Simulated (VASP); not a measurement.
Input of a VASP 6.6.1 run:

INCAR

```
PREC = Accurate ; ENCUT = 520
EDIFF = 1E-8 ; ISMEAR = -1
SIGMA = 0.05 ; LREAL = F
LASPH = T ; NELM = 80
ALGO = Normal ; ISIF = 2
LWAVE = F ; LCHARG = F
GGA = PS ; LEFG = T
NBANDS = 16
```

File KPOINTS:

```
Automatic mesh
0
Gamma
  9 9 9
```

POSCAR

```
InSb
1.0
    0.0000000000      3.3026278931      3.3026278931
    3.3026278931      0.0000000000      3.3026278931
    3.3026278931      3.3026278931      0.0000000000
In Sb
1 1
Direct
    0.0000000000      0.0000000000      0.0000000000
    0.7500000000      0.7500000000      0.7500000000
```

Potentials or basis: VASP PAW PBE potentials, release 64 (In_d, Sb).

Command:

```sh
$ cat potpaw_PBE.64/In_d/POTCAR potpaw_PBE.64/Sb/POTCAR > POTCAR
$ mpirun -np 1 vasp_std > vasp.out
```

(1) What does it give for the pressure?

(2) Predict the band gap on the k mesh.

Answers

(1) -1.5 GPa.

(2) zero (filled and empty bands touch).

Caveat: without QUAD_EFG the Cq values of the log hold for a quadrupole moment of 1 mb, not for the nuclei; the PAW data sets were made with another functional, which shifts forces and pressure a little; spin-orbit coupling is left out, which moves the levels of the heavy elements.
